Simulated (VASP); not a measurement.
Set up this calculation in VASP 6.6.1, as the native input.

- Task: G0W0 quasiparticle levels
- Functional: PBE
- Potentials or basis: VASP PAW PBE potentials, release 64 (Si_GW, C_GW)
- Cutoff: 500 eV
- k mesh: 2 × 2 × 2
- Occupations: gaussian, width 0.01 eV
- Spin: no spin polarisation
- Dipole correction: no
- GW scheme: G0W0
- GW iterations: 1
- Cutoff of the response function: 200
- Frequency points: 48
- Empty bands: 561
- Further INCAR settings: ALGO = EVGW0; EDIFF = 1e-08; NBANDS = 565

Crystal: SiC.

```
Si C
1.0
     0.00000    2.17900    2.17900
     2.17900    0.00000    2.17900
     2.17900    2.17900    0.00000
Si C
1 1
Direct
  0.00000 0.00000 0.00000
  0.25000 0.25000 0.25000
```

One way to write it, as run:

POSCAR

```
SiC
1.0
    0.0000000000      2.1790000000      2.1790000000
    2.1790000000      0.0000000000      2.1790000000
    2.1790000000      2.1790000000      0.0000000000
Si C
1 1
Direct
    0.0000000000      0.0000000000      0.0000000000
    0.2500000000      0.2500000000      0.2500000000
```

INCAR.step1

```
SYSTEM = SiC
PREC = Accurate ; ENCUT = 500
EDIFF = 1E-8 ; ISMEAR = 0
SIGMA = 0.01 ; LREAL = .FALSE.
LASPH = .TRUE. ; NELM = 100
ALGO = Normal ; LWAVE = .TRUE.
LCHARG = .FALSE. ; GGA = PE
```

INCAR.step2

```
SYSTEM = SiC
PREC = Accurate ; ENCUT = 500
EDIFF = 1E-8 ; ISMEAR = 0
SIGMA = 0.01 ; LREAL = .FALSE.
LASPH = .TRUE. ; NELM = 1
ALGO = Exact ; LWAVE = .TRUE.
LCHARG = .FALSE. ; GGA = PE
NBANDS = 565 ; LOPTICS = .TRUE.
ISTART = 1
```

INCAR.step3

```
SYSTEM = SiC
PREC = Accurate ; ENCUT = 500
EDIFF = 1E-8 ; ISMEAR = 0
SIGMA = 0.01 ; LREAL = .FALSE.
LASPH = .TRUE. ; ALGO = EVGW0
LWAVE = .FALSE. ; LCHARG = .FALSE.
GGA = PE ; NELMGW = 1
NBANDS = 565 ; ENCUTGW = 200
NOMEGA = 48 ; PRECFOCK = Fast
ISTART = 1 ; NBANDSGW = 12
```

KPOINTS

```
Automatic mesh
0
G
  2 2 2
  0 0 0
```

Potentials or basis: VASP PAW PBE potentials, release 64 (Si_GW, C_GW).

Command:

```console
$ cat potpaw_PBE.64/Si_GW/POTCAR potpaw_PBE.64/C_GW/POTCAR > POTCAR
$ cp INCAR.step1 INCAR
$ mpirun -np 1 vasp_std > vasp.out
$ cp INCAR.step2 INCAR
$ mpirun -np 1 vasp_std > vasp.out
$ cp INCAR.step3 INCAR
$ mpirun -np 1 vasp_std > vasp.out
```

Results of the run:

* Quasiparticle gap: 1.58 eV
* Least direct quasiparticle gap: 5.12 eV
* Band gap of the starting levels on the mesh: 0.94 eV
* Least direct gap of the starting levels on the mesh: 4.30 eV

Caveat: the k points lie up to 1.25 Å⁻¹ apart, too coarse for converged energies, forces and pressures; bands, screening cutoff and mesh are small and nothing is extrapolated, so the quasiparticle values aren't converged.

It took 20 s on 1 thread of AMD EPYC 9R45 (Zen 5), with other jobs on the host, peak memory 0.16 GiB.
